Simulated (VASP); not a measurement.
Wanted: the native input for a VASP 6.6.1 run.

| Quantity | Value |
| --- | --- |
| Task | single point |
| Functional | PBE |
| Dispersion | D3(BJ) |
| Potentials or basis | VASP PAW PBE potentials, release 64 (Mn_pv, O) |
| Cutoff | 520 eV |
| k mesh | 10 × 10 × 10 |
| Occupations | fermi-dirac, width 0.05 eV |
| Spin | collinear spin, ferromagnetic start |
| Starting moments | [4.0, 0.0] μB |
| Dipole correction | no |
| Further INCAR settings | ALGO = Normal; EDIFF = 1e-07; NBANDS = 20 |

The structure of MnO lies in POSCAR:

```
MnO
1.0
    0.0000000000      2.2531730023      2.2531730023
    2.2531730023      0.0000000000      2.2531730023
    2.2531730023      2.2531730023      0.0000000000
Mn O
1 1
Direct
    0.0000000000      0.0000000000      0.0000000000
    0.5000000000      0.5000000000      0.5000000000
```

These files were run (other wordings do the same):

INCAR

```
PREC = Accurate
ENCUT = 520
EDIFF = 1E-7
ISMEAR = -1
SIGMA = 0.05
LREAL = F
LASPH = T
NELM = 150
ALGO = Normal
ISIF = 2
LWAVE = F
LCHARG = T
ISPIN = 2
MAGMOM = 4 0
LORBIT = 11
LMAXMIX = 4
GGA = PE
IVDW = 12
LELF = T
LVHAR = T
NBANDS = 20
```

KPOINTS

```
regular mesh
0
Gamma
  10 10 10
```

Potentials or basis: VASP PAW PBE potentials, release 64 (Mn_pv, O).

Launch:

```sh
$ cat potpaw_PBE.64/Mn_pv/POTCAR potpaw_PBE.64/O/POTCAR > POTCAR
$ mpirun -np 1 vasp_std > vasp.out
```

Results of the run:

```json
{
 "Pressure": "-8.7 GPa",
 "Net moment": "4.85 μB per cell",
 "Site moments": "Mn +4.39; O +0.20 μB",
 "Valence electrons inside the program's atomic spheres": "Mn 11.31; O 4.96",
 "Dispersion energy per atom": "-0.296 eV"
}
```

Caveat: the cell stands under tension; a cell with one magnetic atom can't hold antiferromagnetic order, which such compounds often take.

Wall time 16 s on 1 thread of Intel(R) Xeon(R) 6975P-C (Granite Rapids) (shared host), peak memory 0.17 GiB.
